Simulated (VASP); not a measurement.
# Os (P6_3/mmc) in VASP: further runs, part 2 of 2

VASP 6.6.1. Earlier steps stand in the parts before.

**3. Single point, revPBE (13.29 Å³/atom)**

This run uses another cell than the first one, of 13.29 Å³/atom.

INCAR

```
PREC     = Accurate       # precision mode
ENCUT    = 520            # plane-wave cutoff, eV
EDIFF    = 1E-6           # SCF threshold, eV
ISMEAR   = -1             # smearing method
SIGMA    = 0.1            # smearing width, eV
LREAL    = F              # projectors in reciprocal space
LASPH    = T              # aspherical terms in the spheres
NELM     = 80             # most SCF steps
ALGO     = Normal         # electronic algorithm
ISIF     = 2              # what is computed and relaxed
LWAVE    = F              # write WAVECAR
LCHARG   = T              # write CHGCAR
GGA      = RE             # functional
LELF     = T              # ELF
LVHAR    = T            
NBANDS   = 24             # bands
```

KPOINTS

```
Automatic mesh
0
Gamma
  15 15 4
```

POSCAR

```
Os
1.0
    2.6741276583      0.0000000000      0.0000000000
   -1.3370638292      2.3158624851      0.0000000000
    0.0000000000      0.0000000000      8.5836482761
Os
4
Direct
    0.0000000000      0.0000000000      0.0000000000
    1.0000000000      1.0000000000      0.5000000000
    0.3333333333      0.6666666667      0.2500000000
    0.6666666667      0.3333333333      0.7500000000
```

Potentials or basis: VASP PAW PBE potentials, release 64 (Os).

Launch:

```sh
cat potpaw_PBE.64/Os/POTCAR > POTCAR
mpirun -np 1 vasp_std > vasp.out
```

OUTCAR:

```text
PREC = Accurate
   ENCUT = 520
   EDIFF = 1E-6
   ISMEAR = -1
   LREAL = F
   LASPH = T
   NELM = 80
   ISIF = 2
   GGA = RE

 ion  position               nearest neighbor table
   1  0.000  0.000  0.000-   3 2.64   4 2.64   4 2.64   3 2.64   4 2.64   3 2.64
   2  0.000  0.000  0.500-   3 2.64   4 2.64   4 2.64   3 2.64   4 2.64   3 2.64
   3  0.333  0.667  0.250-   1 2.64   2 2.64   1 2.64   2 2.64   1 2.64   2 2.64
   4  0.667  0.333  0.750-   1 2.64   2 2.64   1 2.64   2 2.64   1 2.64   2 2.64

  LATTYP: Found a hexagonal cell.
 ALAT       =     2.6741276583
 C/A-ratio  =     3.2098872503

  Lattice vectors:

 A1 = (   2.6741276583,   0.0000000000,   0.0000000000)
 A2 = (  -1.3370638292,   2.3158624851,   0.0000000000)
 A3 = (   0.0000000000,   0.0000000000,   8.5836482761)

Analysis of symmetry for initial positions (statically):
=====================================================================
 Subroutine PRICEL returns:
 Original cell was already a primitive cell.

 Routine SETGRP: Setting up the symmetry group for a
 hexagonal supercell.

 Subroutine GETGRP returns: Found 24 space group operations
 (whereof 12 operations were pure point group operations)
 out of a pool of 24 trial point group operations.

The static configuration has the point symmetry D_3d.
 The point group associated with its full space group is D_6h.

Analysis of symmetry for dynamics (positions and initial velocities):
=====================================================================
 Subroutine PRICEL returns:
 Original cell was already a primitive cell.

 Routine SETGRP: Setting up the symmetry group for a
 hexagonal supercell.

 Subroutine GETGRP returns: Found 24 space group operations
 (whereof 12 operations were pure point group operations)
 out of a pool of 24 trial point group operations.

The dynamic configuration has the point symmetry D_3d.
 The point group associated with its full space group is D_6h.

 Subroutine INISYM returns: Found 24 space group operations
 (whereof 12 operations are pure point group operations),
 and found     1 'primitive' translations

----------------------------------------------------------------------------------------

                                     Primitive cell

  volume of cell :      53.1578

  direct lattice vectors                    reciprocal lattice vectors
     2.674127658  0.000000000  0.000000000     0.373953725  0.215902284  0.000000000
    -1.337063829  2.315862485  0.000000000     0.000000000  0.431804568  0.000000000
     0.000000000  0.000000000  8.583648276     0.000000000  0.000000000  0.116500580

  length of vectors
     2.674127658  2.674127658  8.583648276     0.431804568  0.431804568  0.116500580

  position of ions in fractional coordinates (direct lattice)
     0.000000000  0.000000000  0.000000000
     0.000000000  0.000000000  0.500000000
     0.333333333  0.666666667  0.250000000
     0.666666667  0.333333333  0.750000000

  ion indices of the primitive-cell ions
   primitive index   ion index
                 1           1
                 2           2
                 3           3
                 4           4

----------------------------------------------------------------------------------------
[... 22 lines left out ...]

 Found     81 irreducible k-points:

 Following reciprocal coordinates:
            Coordinates               Weight
  0.000000  0.000000  0.000000      1.000000
  0.066667  0.000000  0.000000      6.000000
  0.133333  0.000000  0.000000      6.000000
  0.200000 -0.000000  0.000000      6.000000
  0.266667  0.000000  0.000000      6.000000
  0.333333 -0.000000  0.000000      6.000000
[... 16 lines left out ...]
  0.333333  0.200000  0.000000     12.000000
  0.400000  0.200000  0.000000      6.000000
 [... further k-points ...]
   k-points           NKPTS =     81   k-points in BZ     NKDIM =     81   number of bands    NBANDS=     24
   number of dos      NEDOS =    301   number of ions     NIONS =      4
   total plane-waves  NPLWV =  25600
   dimension x,y,z NGX =    20 NGY =   20 NGZ =   64
   dimension x,y,z NGXF=    40 NGYF=   40 NGZF=  128
   ions per type =               4
   NGX,Y,Z   is equivalent  to a cutoff of  12.43, 12.43, 12.40 a.u.
   NGXF,Y,Z  is equivalent  to a cutoff of  24.87, 24.87, 24.79 a.u.
 SYSTEM =  unknown system
   PREC   = accura    normal or accurate (medium, high low for compatibility)
   ISTART =      0    job   : 0-new  1-cont  2-samecut
   ICHARG =      2    charge: 1-file 2-atom 10-const
   ISPIN  =      1    spin polarized calculation?
   LNONCOLLINEAR =      F non collinear calculations
   LSORBIT =      F    spin-orbit coupling
   LASPH  =      T    aspherical Exc in radial PAW
   ENCUT  =  520.0 eV  38.22 Ry    6.18 a.u.   4.97  4.97 15.96*2*pi/ulx,y,z
   NELM   =     80;   NELMIN=  2; NELMDL= -5     # of ELM steps
   EDIFF  = 0.1E-05   stopping-criterion for ELM
   LREAL  =      F    real-space projection
   EDIFFG = 0.1E-04   stopping-criterion for IOM
   NSW    =      0    number of steps for IOM
   IBRION =     -1    ionic relax: 0-MD 1-quasi-New 2-CG
   NFREE  =      0    steps in history (QN), initial steepest desc. (CG)
   ISIF   =      2    stress and relaxation
   ISYM   =      2    0-nonsym 1-usesym 2-fastsym
   POTIM  = 0.5000    time-step for ionic-motion
   TEBEG  =    0.0;   TEEND  =   0.0 temperature during run
   PSTRESS=    0.0 pullay stress
   NELECT =      32.0000    total number of electrons
   NUPDOWN=      -1.0000    fix difference up-down
   EMIN   =  10.00;   EMAX   =-10.00  energy-range for DOS
   EFERMI =   0.00;   METHOD = LEGACY
   ISMEAR =    -1;   SIGMA  =   0.10  broadening in eV -4-tet -1-fermi 0-gaus
   EFERMI_NEDOS =   21; number of points for ismear=-14 and -15
   IALGO  =     38    algorithm
   IMIX   =      4    mixing-type and parameters
     AMIX     =   0.40;   BMIX     =  1.00
     AMIX_MAG =   1.60;   BMIX_MAG =  1.00
  volume/ion in A,a.u.               =      13.29        89.68
  Fermi-wavevector in a.u.,A,eV,Ry     =   1.382301  2.612170 25.997406  1.910755
  Thomas-Fermi vector in A             =   2.507005
   LORBIT       =      0    0 simple, 1 ext, 2 COOP (PROOUT), +10 PAW based schemes
   GGA     = RE    functional components
   LHFCALC =     F    Hartree Fock is set to
   AEXX    =    0.0000 exact exchange contribution
   IVDW    =     0    specifies the selected vdW correction
   LEPSILON=     F    determine dielectric tensor
   LRPA    =     F    only Hartree local field effects (RPA)
 non-spin polarized calculation
  energy-cutoff  :      520.00
  volume of cell :       53.16
 maximum number of plane-waves:      1464
 NGX is ok and might be reduce to    20
   NGX =  9   NGY =  9   NGZ = 31

 number of electron      31.9999998 magnetization

 Free energy of the ion-electron system (eV)
  ---------------------------------------------------
  ext. energy  EPLUGINS =         0.00000000
  ---------------------------------------------------
  free energy    TOTEN  =       -42.07110844 eV

  energy without entropy =      -41.97128198  energy(sigma->0) =      -42.02119521

 E-fermi :  10.3088     XC(G=0): -14.3368

 val. band max:       10.3058224237   @ k =   0.4000   0.0667   0.0000
 cond. band min:      10.3130022559   @ k =   0.2667   0.2667   0.2500
 fundamental gap:      0.0071798322
 Fermi energy:        10.3088173427

 k-point     1 :       0.0000    0.0000    0.0000
  band No.  band energies     occupation
      1      -1.0900      2.00000
      2       1.3672      2.00000
      3       1.3696      2.00000
      4       2.0241      2.00000
      5       6.3742      2.00000
      6       6.4098      2.00000
[... 637 lines left out ...]
     23      17.3700      0.00000
     24      17.5629      0.00000

 [... further k-points ...]

------------------------ aborting loop because EDIFF is reached ----------------------------------------

  FORCE on cell =-STRESS in cart. coord.  units (eV):
  Direction    XX          YY          ZZ          XY          YZ          ZX
  --------------------------------------------------------------------------------------
  -------------------------------------------------------------------------------------
  Total       12.5771625     12.5771625     13.7270888     -0.0000000     -0.0000000      0.0000000
  in kB      379.0761301    379.0761302    413.7349495     -0.0000000     -0.0000000      0.0000000
  external PRESSURE =     390.6290699 kB  Pullay stress =       0.0000000 kB

 VOLUME and BASIS-vectors are now :
 -----------------------------------------------------------------------------
  energy-cutoff  :      520.00
  volume of cell :       53.16
      direct lattice vectors                 reciprocal lattice vectors
     2.674127658  0.000000000  0.000000000     0.373953725  0.215902284  0.000000000
    -1.337063829  2.315862485  0.000000000     0.000000000  0.431804568  0.000000000
     0.000000000  0.000000000  8.583648276     0.000000000  0.000000000  0.116500580

 POSITION                                       TOTAL-FORCE (eV/Angst)
 -----------------------------------------------------------------------------------
      0.00000      0.00000      0.00000        -0.000000      0.000000      0.000000
      0.00000      0.00000      4.29182        -0.000000      0.000000      0.000000
     -0.00000      1.54391      2.14591         0.000000     -0.000000     -0.000000
      1.33706      0.77195      6.43774        -0.000000      0.000000      0.000000
 -----------------------------------------------------------------------------------
    total drift:                                0.000000     -0.000000      0.000000

  FREE ENERGIE OF THE ION-ELECTRON SYSTEM (eV)
  ---------------------------------------------------
  free  energy   TOTEN  =       -42.0711084418 eV

  energy  without entropy=      -41.9712819818  energy(sigma->0) =      -42.02119521
```

Run time: 40 s. Hardware: 1 thread of Intel Xeon 6975P-C (Granite Rapids), shared host; peak memory 0.22 GiB.

Results:

| Property | Result |
| --- | --- |
| Free energy | -42.0711 eV |
| Pressure | 39.1 GPa |
| Band gap on the k mesh | zero (bands 16 and 17 overlap by 3.90 eV) |

Caveat: the cell stands under pressure; the PAW data sets were made with another functional, which shifts forces and pressure a little; spin-orbit coupling is left out, which moves the levels of the heavy elements.
